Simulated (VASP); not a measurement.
Mn:

```
CELL_PARAMETERS angstrom
2.48365 0.00000 0.00000
-1.24182 2.15090 0.00000
0.00000 0.00000 4.02620
ATOMIC_POSITIONS crystal
Mn 0.66667 0.33333 0.75000
Mn 0.33333 0.66667 0.25000
```

* Program: VASP 6.6.1
* Task: relaxation of cell and atoms
* Functional: r2SCAN
* Potentials or basis: VASP PAW PBE potentials, release 64 (Mn_pv)
* Cutoff: 600 eV
* k mesh: 9 × 9 × 4
* Occupations: gaussian, width 0.1 eV
* Spin: collinear spin, ferromagnetic start
* Starting moments: [0.2, 0.2] μB

At the start: pressure -9.1 GPa; volume 10.75 Å³/atom.

Task: How do energy, volume and symmetry change on relaxing?

Result: Over 3 steps the energy falls by 9.5 meV/atom and the volume is 10.43 Å³/atom (-3.0 %); space group P6_3/mmc (No. 194, to 0.05 Å); moment 0.00 μB per cell.

Step by step:
```csv
step,energy change (eV),largest force (eV/Å),pressure (GPa),volume (Å³)
1,0.0000,0.0000,-9.11,21.51
2,0.0534,0.0000,20.51,19.66
3,-0.0191,0.0000,-0.33,20.86
```

Final structure:
```yaml
crystal:
  lattice:
    - [2.45762, 0.00000, 0.00000]
    - [-1.22881, 2.12836, 0.00000]
    - [0.00000, 0.00000, 3.98846]
  atoms:
    - { symbol: Mn, position: [0.66667, 0.33333, 0.75000] }
    - { symbol: Mn, position: [0.33333, 0.66667, 0.25000] }
```

Caveat: the k points lie up to 0.39 Å⁻¹ apart in the final cell; the PAW data sets were made with another functional, which shifts forces and pressure a little.
